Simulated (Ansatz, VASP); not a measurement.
# One calculation of SnO2, two programs

INCAR

```
PREC = Accurate ; ENCUT = 520
EDIFF = 1E-6 ; ISMEAR = 0
SIGMA = 0.05 ; LREAL = F
LASPH = T ; NELM = 80
ALGO = Normal ; ISIF = 2
LWAVE = F ; LCHARG = F
GGA = PE ; IVDW = 12
NBANDS = 49
```

File KPOINTS:

```
Automatic mesh
0
Gamma
  9 9 2
```

Contents of POSCAR:

```
SnO2
1.0
   -3.2372529198      0.0000000000      0.0000000000
   -1.6186264599     -2.8035432670      0.0000000000
   -4.3702914417     -2.5231889404     14.3754773976
Sn O
3 6
Direct
    0.2636350639      0.2636350639      0.4478128920
    0.8656650890     -0.1343349110      0.1492610123
   -0.3383949612     -0.3383949612      0.7463647718
    0.4703165442      0.4703165442      0.2181668027
    0.2662564940     -0.7337435060      0.8152705622
   -0.1317134809     -0.1317134809      0.5167186824
    0.0569535835      0.0569535835      0.6774589813
    0.6589836086     -0.3410163914      0.3789071016
    0.2610136337      0.2610136337      0.0803552219
```

Input for Ansatz:

```yaml
crystal:
  lattice:
    - [-3.2372529198, 0.0, 0.0]
    - [-1.6186264599, -2.803543267, 0.0]
    - [-4.3702914417, -2.5231889404, 14.3754773976]
  atoms:
    - { symbol: Sn, position: [0.2636350639, 0.2636350639, 0.447812892] }
    - { symbol: Sn, position: [0.865665089, -0.134334911, 0.1492610123] }
    - { symbol: Sn, position: [-0.3383949612, -0.3383949612, 0.7463647718] }
    - { symbol: O, position: [0.4703165442, 0.4703165442, 0.2181668027] }
    - { symbol: O, position: [0.266256494, -0.733743506, 0.8152705622] }
    - { symbol: O, position: [-0.1317134809, -0.1317134809, 0.5167186824] }
    - { symbol: O, position: [0.0569535835, 0.0569535835, 0.6774589813] }
    - { symbol: O, position: [0.6589836086, -0.3410163914, 0.3789071016] }
    - { symbol: O, position: [0.2610136337, 0.2610136337, 0.0803552219] }
basis:
  ecutwfc: 520.0
kpoints:
  mp_grid: { grid: [9, 9, 2] }
hamiltonian:
  xc: pbe
  pseudopotentials: { kind: paw, azcp: { folder: soft_1 } }
  dispersion: d3bj
scf:
  occupations: { method: gaussian, width: 0.05 }
output:
  forces: true
  stress: true
  eigenvalues: true
```

Alike in both runs: task single point; functional PBE; dispersion D3(BJ); k mesh 9 × 9 × 2; occupations gaussian, width 0.05 eV; no spin polarisation.

|  | VASP | Ansatz |
| --- | --- | --- |
| version | VASP 6.6.1 | Ansatz 0.2.0 |
| potentials or method | VASP PAW PBE potentials, release 64 (Sn_d, O), cutoff 520 eV | scalar-relativistic, plane waves, PAW |
| valence electrons in the cell | 78 | 78 |

|  | VASP | Ansatz | Ansatz less VASP |
| --- | --- | --- | --- |
| gap on the k mesh at the Fermi level (eV) | 1.86 | 1.88 | +0.021 |
| least direct gap on the mesh (eV) | 1.99 | 2.01 | +0.017 |
| pressure (GPa) | 0.3 | -0.3 | -0.61 |
| traceless stress, the component that is largest in VASP (GPa) | -0.05 | 0.35 | +0.399 |
| rms of the force components (eV/Å) | 0.081 | 0.064 | -0.0167 |

Atom by atom the forces differ by 0.026 eV/Å (rms over components).
